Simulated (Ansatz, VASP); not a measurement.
**Two plane-wave programs on NbAl2N3**

```
Al Nb N
1.0
    -2.07506    2.07506    4.68625
     2.07506   -2.07506    4.68625
     2.07506    2.07506   -4.68625
Al Nb N
2 1 3
Direct
  0.30186 0.30186 0.00000
  0.69814 0.69814 0.00000
  0.00000 0.00000 0.00000
  0.50000 0.50000 0.00000
  0.50000 0.00000 0.50000
  0.00000 0.50000 0.50000
```

Alike in both runs: functional PBE; k mesh 3 × 3 × 3; occupations gaussian, width 0.15 eV; no spin polarisation.

Ansatz relaxed the structure, and its values are those at the end. VASP's run is a single point on that final structure, the one shown.

```csv
,VASP,Ansatz
version,VASP 6.6.1,Ansatz 0.2.0
potentials or method,"VASP PAW PBE potentials, release 64 (Al, Nb_sv, N), cutoff 600 eV","scalar-relativistic, plane waves, PAW"
valence electrons in the cell,34,34
```

Ansatz gave:

- gap on the k mesh at the Fermi level (eV): none
- pressure (GPa): -0.2
- rms of the force components (eV/Å): 0.006

Estimate VASP's values.

gap on the k mesh at the Fermi level (eV): none; pressure (GPa): -0.6; rms of the force components (eV/Å): 0.008.

A gap of «none» marks a metal or a gap that the smearing closes.

The k mesh is coarse, so the values compare programs but aren't converged.
